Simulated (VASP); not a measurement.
Write the native input for VASP 6.6.1 that does the following.

```
Task                   : single point
Functional             : RPBE
Potentials or basis    : VASP PAW PBE potentials, release 64 (Re_sv_GW)
Cutoff                 : 560 eV
k mesh                 : 14 × 14 × 14
Occupations            : fermi-dirac, width 0.1 eV
Spin                   : no spin polarisation
Dipole correction      : no
Further INCAR settings : ALGO = Normal; EDIFF = 1e-06; NBANDS = 14
```

The structure of Re lies in POSCAR:

```
Re
1.0
    2.5912420800      0.0000000000      0.0000000000
    0.0000000000      2.5912420800      0.0000000000
    0.0000000000      0.0000000000      2.5912420800
Re
1
Direct
    0.0000000000      0.0000000000      0.0000000000
```

This isn't the form of Re at room conditions, which is hcp.

These files were run (other wordings do the same):

INCAR

```
SYSTEM = Re
PREC     = Accurate       ! precision mode
ENCUT    = 560            ! plane-wave cutoff, eV
EDIFF    = 1E-6           ! SCF threshold, eV
ISMEAR   = -1             ! smearing method
SIGMA    = 0.1            ! smearing width, eV
LREAL    = .FALSE.        ! projectors in reciprocal space
LASPH    = .TRUE.         ! aspherical terms in the spheres
NELM     = 120            ! most SCF steps
ALGO     = Normal         ! electronic algorithm
ISIF     = 2              ! what is computed and relaxed
LWAVE    = .FALSE.        ! write WAVECAR
LCHARG   = .FALSE.        ! write CHGCAR
GGA      = RP             ! functional
NBANDS   = 14             ! bands
GGA_COMPAT= .FALSE.
```

KPOINTS

```
regular mesh
0
G
  14 14 14
  0 0 0
```

Potentials or basis: VASP PAW PBE potentials, release 64 (Re_sv_GW).

Command:

```bash
$ cat potpaw_PBE.64/Re_sv_GW/POTCAR > POTCAR
$ mpirun -np 1 vasp_std > vasp.out
```

It gave:

```yaml
Pressure: -2.1 GPa
Band_gap_on_the_k_mesh: zero (an odd number of electrons rules out a gap without spin polarisation)
```

Caveat: the PAW data sets were made with another functional, which shifts forces and pressure a little; spin-orbit coupling is left out, which moves the levels of the heavy elements.

Run time: 9.7 s on 1 thread of Intel(R) Xeon(R) 6975P-C (Granite Rapids), with other jobs on the host, peak memory 0.15 GiB.
